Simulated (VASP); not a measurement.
Input of a VASP 6.6.1 run:

The input INCAR:

```
SYSTEM = CdSe
ALGO = Normal
EDIFF = 1E-7
ENCUT = 520
GGA = PE
ISIF = 2
ISMEAR = 0
LASPH = .TRUE.
LCHARG = .FALSE.
LREAL = .FALSE.
LWAVE = .FALSE.
NBANDS = 26
NELM = 80
PREC = Accurate
SIGMA = 0.05
```

The input KPOINTS:

```
k-points
0
G
  6 6 4
  0 0 0
```

POSCAR

```
CdSe
1.0
    4.2984999142     -0.0429849991      0.0000000000
   -2.1864760583      3.7441026235      0.0000000000
    0.0000000000      0.0000000000      7.0152000000
Cd Se
2 2
Direct
    0.6666666667      0.3333333333      0.0000000000
    0.3333333333      0.6666666667      0.5000000000
    0.6666666667      0.3333333333      0.3750000000
    0.3333333333      0.6666666667      0.8750000000
```

Potentials or basis: VASP PAW PBE potentials, release 64 (Cd, Se).

The run is started by

```sh
$ cat potpaw_PBE.64/Cd/POTCAR potpaw_PBE.64/Se/POTCAR > POTCAR
$ mpirun -np 1 vasp_std > vasp.out
```

(1) Predict the band gap on the k mesh.

(2) What does it give for the largest force?

(3) Predict the pressure.

## Answers

(1) 0.64 eV.

(2) 0.145 eV/Å.

(3) 3.3 GPa.

Caveat: the cell differs from its parent crystal (strain -0.0200 x Voigt [0, 0, 0, 0, 0, 1]); the cell stands under pressure.
